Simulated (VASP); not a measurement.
# Li (P2_13) in VASP: a series of runs, part 2 of 2

VASP 6.6.1. Earlier steps stand in the parts before.

## (3) Single point, PBEsol

Input file INCAR:

```
SYSTEM = Li
  PREC = Accurate
  ENCUT = 520
  EDIFF = 1E-7
  ISMEAR = 1
  SIGMA = 0.1
  LREAL = .False.
  LASPH = .True.
  NELM = 60
  ALGO = Normal
  ISIF = 2
  LWAVE = .False.
  LCHARG = .True.
  GGA = PS
  LELF = .True.
  LVHAR = .True.
  NBANDS = 14
```

Input file KPOINTS:

```
regular mesh
0
Gamma
  5 5 5
  0 0 0
```

Input file POSCAR:

```
Li
1.0
    4.4544403300      0.0000000000      0.0000000000
    0.0000000000      4.4544403300      0.0000000000
    0.0000000000      0.0000000000      4.4544403300
Li
4
Direct
    0.8745680000      0.1254320000      0.6254320000
    0.3745680000      0.3745680000      0.3745680000
    0.1254320000      0.6254320000      0.8745680000
    0.6254320000      0.8745680000      0.1254320000
```

Potentials or basis: VASP PAW PBE potentials, release 64 (Li_sv).

Command:

```console
$ cat potpaw_PBE.64/Li_sv/POTCAR > POTCAR
$ mpirun -np 1 vasp_std > vasp.out
```

OUTCAR:

```text
SYSTEM = Li
   PREC = Accurate
   ENCUT = 520
   EDIFF = 1E-7
   ISMEAR = 1
   LREAL = .False.
   LASPH = .True.
   NELM = 60
   ISIF = 2
   GGA = PS

 ion  position               nearest neighbor table
   1  0.875  0.125  0.625-
   2  0.375  0.375  0.375-
   3  0.125  0.625  0.875-
   4  0.625  0.875  0.125-

  LATTYP: Found a simple cubic cell.
 ALAT       =     4.4544403300

  Lattice vectors:

 A1 = (   4.4544403300,   0.0000000000,   0.0000000000)
 A2 = (   0.0000000000,   4.4544403300,   0.0000000000)
 A3 = (   0.0000000000,   0.0000000000,   4.4544403300)

Analysis of symmetry for initial positions (statically):
=====================================================================
 Subroutine PRICEL returns:
 Original cell was already a primitive cell.

 Routine SETGRP: Setting up the symmetry group for a
 simple cubic supercell.

 Subroutine GETGRP returns: Found 12 space group operations
 (whereof  3 operations were pure point group operations)
 out of a pool of 48 trial point group operations.

The static configuration has the point symmetry C_3 .
 The point group associated with its full space group is T   .

Analysis of symmetry for dynamics (positions and initial velocities):
=====================================================================
 Subroutine PRICEL returns:
 Original cell was already a primitive cell.

 Routine SETGRP: Setting up the symmetry group for a
 simple cubic supercell.

 Subroutine GETGRP returns: Found 12 space group operations
 (whereof  3 operations were pure point group operations)
 out of a pool of 48 trial point group operations.

The dynamic configuration has the point symmetry C_3 .
 The point group associated with its full space group is T   .

 Subroutine INISYM returns: Found 12 space group operations
 (whereof  3 operations are pure point group operations),
 and found     1 'primitive' translations
[... 114 lines left out ...]
   LEPSILON=     F    determine dielectric tensor
   LRPA    =     F    only Hartree local field effects (RPA)
 non-spin polarized calculation
 Methfessel and Paxton  Order N= 1 SIGMA  =   0.10
  energy-cutoff  :      520.00
  volume of cell :       88.39
 maximum number of plane-waves:      2396
 NGX is ok and might be reduce to    36
   NGX = 17   NGY = 17   NGZ = 17

 number of electron      12.0000026 magnetization

 Free energy of the ion-electron system (eV)
  ---------------------------------------------------
  ext. energy  EPLUGINS =         0.00000000
  ---------------------------------------------------
  free energy    TOTEN  =        -6.79331237 eV

  energy without entropy =       -6.79211677  energy(sigma->0) =       -6.79291384

 E-fermi :   0.5813     XC(G=0):  -6.8025

 val. band max:        0.5634981528   @ k =   0.4000   0.4000   0.2000
 cond. band min:       0.7028042048   @ k =   0.2000   0.2000   0.0000
 fundamental gap:      0.1393060520
 Fermi energy:         0.5813190752

 k-point     1 :       0.0000    0.0000    0.0000
  band No.  band energies     occupation
      1     -46.0430      2.00000
      2     -46.0003      2.00000
      3     -46.0003      2.00000
      4     -46.0003      2.00000
      5      -3.0057      2.00000
      6       2.6941      0.00000
      7       2.6941      0.00000
      8       2.6941      0.00000
      9       2.8632      0.00000
     10       2.8632      0.00000
     11       2.8632      0.00000
     12       8.4614      0.00000
     13       8.4614      0.00000
     14       8.8093      0.00000
[... 156 lines left out ...]
      1     -46.0176      2.00000
      2     -46.0152      2.00000
      3     -46.0062      2.00000
      4     -46.0045      2.00000
      5      -0.3319      2.00000
      6       0.3780      2.01433
      7       0.7209     -0.06386
      8       1.0386     -0.00000
      9       2.6122      0.00000
     10       2.6559      0.00000
     11       2.7236      0.00000
     12       3.6152      0.00000
     13      10.8621      0.00000
     14      11.5733      0.00000

------------------------ aborting loop because EDIFF is reached ----------------------------------------

  FORCE on cell =-STRESS in cart. coord.  units (eV):
  Direction    XX          YY          ZZ          XY          YZ          ZX
  --------------------------------------------------------------------------------------
  -------------------------------------------------------------------------------------
  Total        0.1303024      0.1303024      0.1303024     -0.0000000     -0.0000000      0.0000000
  in kB        2.3620197      2.3620197      2.3620197     -0.0000000     -0.0000000      0.0000000
  external PRESSURE =       2.3620197 kB  Pullay stress =       0.0000000 kB

 VOLUME and BASIS-vectors are now :
 -----------------------------------------------------------------------------
  energy-cutoff  :      520.00
  volume of cell :       88.39
      direct lattice vectors                 reciprocal lattice vectors
     4.454440330  0.000000000  0.000000000     0.224495094  0.000000000  0.000000000
     0.000000000  4.454440330  0.000000000     0.000000000  0.224495094  0.000000000
     0.000000000  0.000000000  4.454440330     0.000000000  0.000000000  0.224495094

 POSITION                                       TOTAL-FORCE (eV/Angst)
 -----------------------------------------------------------------------------------
      3.89571      0.55873      2.78595        -0.002842      0.002842      0.002842
      1.66849      1.66849      1.66849        -0.002842     -0.002842     -0.002842
      0.55873      2.78595      3.89571         0.002842      0.002842     -0.002842
      2.78595      3.89571      0.55873         0.002842     -0.002842      0.002842
 -----------------------------------------------------------------------------------
    total drift:                               -0.000000     -0.000000      0.000000

  FREE ENERGIE OF THE ION-ELECTRON SYSTEM (eV)
  ---------------------------------------------------
  free  energy   TOTEN  =        -6.7933123747 eV

  energy  without entropy=       -6.7921167686  energy(sigma->0) =       -6.79291384
```

OSZICAR:

```text
N       E                     dE             d eps       ncg     rms          rms(c)
DAV:   1     0.508475990826E+02    0.50848E+02   -0.57823E+03   308   0.831E+02
DAV:   2     0.620637490045E+01   -0.44641E+02   -0.43175E+02   350   0.204E+02
DAV:   3    -0.644006298689E+01   -0.12646E+02   -0.12400E+02   598   0.497E+01
DAV:   4    -0.678199541433E+01   -0.34193E+00   -0.34178E+00   394   0.155E+01
DAV:   5    -0.680480241856E+01   -0.22807E-01   -0.22806E-01   498   0.257E+00    0.669E-01
DAV:   6    -0.679692250262E+01    0.78799E-02   -0.70325E-03   524   0.535E-01    0.376E-01
DAV:   7    -0.679312072529E+01    0.38018E-02   -0.10345E-02   502   0.487E-01    0.823E-02
DAV:   8    -0.679331398676E+01   -0.19326E-03   -0.18192E-03   468   0.259E-01    0.136E-02
DAV:   9    -0.679331279093E+01    0.11958E-05   -0.35875E-05   478   0.487E-02    0.442E-03
DAV:  10    -0.679331314332E+01   -0.35239E-06   -0.55678E-06   512   0.128E-02    0.452E-03
DAV:  11    -0.679331239369E+01    0.74963E-06   -0.72540E-07   418   0.680E-03    0.758E-04
DAV:  12    -0.679331237470E+01    0.18991E-07   -0.29800E-08   310   0.124E-03
   1 F= -.67933124E+01 E0= -.67929138E+01  d E =-.119561E-02
```

Run time: 30 s. Hardware: 1 thread of AMD EPYC 7R13, shared host; peak memory 0.15 GiB.

Results:

```
Free energy            : -6.7933 eV
Largest force          : 0.005 eV/Å
Band gap on the k mesh : zero (band 6 reaches 2.69 eV, above the bottom of band 7 at 0.42 eV)
```

Forces on the atoms (eV/Å):
```
Li  -0.003  0.003  0.003
Li  -0.003 -0.003 -0.003
Li   0.003  0.003 -0.003
Li   0.003 -0.003  0.003
```

Caveat: the cutoff is under 1.25 times the usual one of these potentials, so pressure, stress and relaxed cells hold a basis-set (Pulay) error; the PAW data sets were made with another functional, which shifts forces and pressure a little.
